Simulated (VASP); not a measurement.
Input of a VASP 6.6.1 run:

INCAR

```
SYSTEM = Cu
ALGO     = Normal         ! electronic algorithm
EDIFF    = 1E-7           ! SCF threshold, eV
ENCUT    = 520            ! plane-wave cutoff, eV
GGA      = PE             ! functional
ISIF     = 2              ! what is computed and relaxed
ISMEAR   = 0              ! smearing method
ISYM     = 0            
LASPH    = .TRUE.         ! aspherical terms in the spheres
LCHARG   = .FALSE.        ! write CHGCAR
LREAL    = .FALSE.        ! projectors in reciprocal space
LWAVE    = .FALSE.        ! write WAVECAR
NBANDS   = 24             ! bands
NELM     = 100            ! most SCF steps
PREC     = Accurate       ! precision mode
SIGMA    = 0.1            ! smearing width, eV
```

File KPOINTS:

```
k-points
0
G
  8 6 25
  0 0 0
```

File POSCAR:

```
Cu
1.0
    4.2142048667      0.0000021765      0.0037561584
    0.0000030780      5.9597840423     -0.0069067115
   -2.1058828217     -0.0015868355      1.3684464493
Cu
3
Direct
    0.0000000000      0.0000000000      0.0000000000
    0.3333333333      0.6666666667      0.0000000000
    0.6666666667      0.3333333333      0.0000000000
```

Potentials or basis: VASP PAW PBE potentials, release 64 (Cu).

Command:

```bash
$ cat potpaw_PBE.64/Cu/POTCAR > POTCAR
$ mpirun -np 1 vasp_std > vasp.out
```

Task: What does it give for the pressure?

Result: 8.7 GPa.

Stress tensor (GPa, compression positive):
```
11.09 -4.63  0.03
-4.63 14.33 -0.02
 0.03 -0.02  0.58
```
